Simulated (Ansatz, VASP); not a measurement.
SnTe: VASP beside Ansatz

```
Te Sn
1.0
     3.90470    0.00000    0.00000
     0.00000    3.90470    0.00000
     0.00000    0.00000    3.90470
Te Sn
1 1
Direct
  0.50000 0.50000 0.50000
  0.00000 0.00000 0.00000
```

Alike in both runs: functional revPBE; k mesh 7 × 7 × 7; occupations fermi-dirac, width 0.05 eV; no spin polarisation.

|  | VASP | Ansatz |
| --- | --- | --- |
| version | VASP 6.6.1 | Ansatz 0.2.0 |
| potentials or method | VASP PAW PBE potentials, release 64 (Te, Sn_d) | Ansatz PAW |
| plane-wave cutoff (eV) | 520 | 420 |
| valence electrons in the cell | 20 | 30 |
| task | single point | band structure |

```tsv
	VASP	Ansatz	Ansatz less VASP
gap on the k mesh at the Fermi level (eV)	none	none	-
pressure (GPa)	-0.1	-0.1	+0.05
```

VASP's potentials were made for PBE, not for revPBE. A gap of «none» marks a metal or a gap that the smearing closes. With one functional, cell and mesh, what is left measures potentials, basis and numerics. VASP's potentials hold 20 valence electrons a cell and Ansatz's 30, so a difference there can come from the potentials and not from the codes.

Neither program's run includes spin-orbit coupling.
